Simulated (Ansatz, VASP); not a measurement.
# SnSe: VASP beside Ansatz

File INCAR:

```
SYSTEM = SnSe
  ALGO = Normal
  EDIFF = 1E-7
  ENCUT = 520
  GGA = PE
  ISIF = 2
  ISMEAR = 0
  LASPH = .TRUE.
  LCHARG = .TRUE.
  LELF = .TRUE.
  LREAL = .FALSE.
  LVHAR = .TRUE.
  LWAVE = .FALSE.
  NBANDS = 50
  NELM = 60
  PREC = Accurate
  SIGMA = 0.05
```

Contents of KPOINTS:

```
k-points
0
G
  4 6 6
  0 0 0
```

Contents of POSCAR:

```
SnSe
1.0
   12.4133590428      0.0000000000      0.0000000000
    0.0000000000      4.2070054080      0.0000000000
    0.0000000000      0.0000000000      4.5671013721
Sn Se
4 4
Direct
    0.1214769848      0.2500000000      0.1164645414
    0.8785230152      0.7500000000      0.8835354586
    0.3785230152      0.7500000000      0.6164645414
    0.6214769848      0.2500000000      0.3835354586
    0.8548816258      0.2500000000      0.4763342523
    0.1451183742      0.7500000000      0.5236657477
    0.6451183742      0.7500000000      0.9763342523
    0.3548816258      0.2500000000      0.0236657477
```

Input for Ansatz:

```yaml
crystal:
  lattice:
    - [12.4133590428, 0.0, 0.0]
    - [0.0, 4.207005408, 0.0]
    - [0.0, 0.0, 4.5671013721]
  atoms:
    - { symbol: Sn, position: [0.1214769848, 0.25, 0.1164645414] }
    - { symbol: Sn, position: [0.8785230152, 0.75, 0.8835354586] }
    - { symbol: Sn, position: [0.3785230152, 0.75, 0.6164645414] }
    - { symbol: Sn, position: [0.6214769848, 0.25, 0.3835354586] }
    - { symbol: Se, position: [0.8548816258, 0.25, 0.4763342523] }
    - { symbol: Se, position: [0.1451183742, 0.75, 0.5236657477] }
    - { symbol: Se, position: [0.6451183742, 0.75, 0.9763342523] }
    - { symbol: Se, position: [0.3548816258, 0.25, 0.0236657477] }
basis:
  ecutwfc: 420
kpoints:
  mp_grid: { grid: [4, 6, 6] }
hamiltonian:
  xc: pbe
scf:
  occupations: { method: gaussian, width: 0.05 }
output:
  forces: true
  stress: true
  eigenvalues: true
```

Change from the starting cell: strain +0.0525 x Voigt [1, 0, 0, 0, 0, 0], atoms carried along.

Alike in both runs: task single point; functional PBE; k mesh 4 × 6 × 6; occupations gaussian, width 0.05 eV; no spin polarisation.

```csv
,VASP,Ansatz
version,VASP 6.6.1,Ansatz 0.2.0
potentials or method,"VASP PAW PBE potentials, release 64 (Sn_d, Se), cutoff 520 eV","scalar-relativistic, plane waves, PAW"
valence electrons in the cell,80,120
```

Ansatz gave:

| Item | Value |
| --- | --- |
| gap on the k mesh at the Fermi level (eV) | 0.65 |
| least direct gap on the mesh (eV) | 0.98 |
| pressure (GPa) | -1.9 |
| traceless stress, the component that is largest in VASP (GPa) | -2.04 |
| rms of the force components (eV/Å) | 0.184 |

Question: What did VASP give for the same quantities?

Answer: gap on the k mesh at the Fermi level (eV): 0.64; least direct gap on the mesh (eV): 0.97; pressure (GPa): -1.9; traceless stress, the component that is largest in VASP (GPa): -2.05; rms of the force components (eV/Å): 0.180.

Atom by atom the forces differ by 0.007 eV/Å (rms over components). VASP's potentials hold 80 valence electrons a cell and Ansatz's 120, so a difference there can come from the potentials and not from the codes.
